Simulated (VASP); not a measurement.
Set up this calculation in VASP 6.6.1, as the native input.

| Quantity | Value |
| --- | --- |
| Task | relaxation of cell and atoms |
| Functional | PBE |
| Dispersion | D3(BJ) |
| Potentials or basis | VASP PAW PBE potentials, release 64 (Na_pv, Cl) |
| Cutoff | 600 eV |
| k mesh | 8 × 8 × 8 |
| Occupations | gaussian, width 0.02 eV |
| Spin | no spin polarisation |
| Dipole correction | no |
| Further INCAR settings | ALGO = Normal; EDIFF = 1e-06; IBRION = 2; EDIFFG = -0.005; NSW = 70; ISIF = 3 |

The structure of NaCl lies in POSCAR:

```
NaCl
1.0
    0.0000000000      2.8470933557      2.8470933557
    2.8470933557      0.0000000000      2.8470933557
    2.8470933557      2.8470933557      0.0000000000
Na Cl
1 1
Direct
    0.0000000000      0.0000000000      0.0000000000
    0.5000000000      0.5000000000      0.5000000000
```

One way to write it, as run:

INCAR

```
SYSTEM = NaCl
  ALGO = Normal
  EDIFF = 1E-6
  EDIFFG = -0.005
  ENCUT = 600
  GGA = PE
  IBRION = 2
  ISIF = 3
  ISMEAR = 0
  IVDW = 12
  LASPH = .True.
  LCHARG = .False.
  LREAL = .False.
  LWAVE = .False.
  NELM = 60
  NSW = 70
  PREC = Accurate
  SIGMA = 0.02
```

KPOINTS

```
k-points
0
Gamma
  8 8 8
  0 0 0
```

Potentials or basis: VASP PAW PBE potentials, release 64 (Na_pv, Cl).

The run is started by

```console
$ cat potpaw_PBE.64/Na_pv/POTCAR potpaw_PBE.64/Cl/POTCAR > POTCAR
$ mpirun -np 1 vasp_std > vasp.out
```

It gave:

```json
{
  "Relaxed volume": "21.72 Å³/atom",
  "Relaxed cell": "a = 3.946 Å, b = 3.946 Å, c = 3.946 Å, α = 60.00°, β = 60.00°, γ = 60.00°",
  "Space group after relaxing (to 0.05 Å)": "Fm-3m (No. 225)",
  "Energy gained by relaxing": "6.7 meV/atom",
  "Ionic steps": "4",
  "Pressure after relaxing": "0.0 GPa",
  "Band gap on the k mesh": "5.23 eV, direct",
  "Dispersion energy per atom": "-0.222 eV"
}
```

Run time: 65 s on 1 thread of Intel(R) Xeon(R) Platinum 8259CL CPU @ 2.50GHz (Skylake/Cascade Lake) (shared host), peak memory 0.19 GiB.
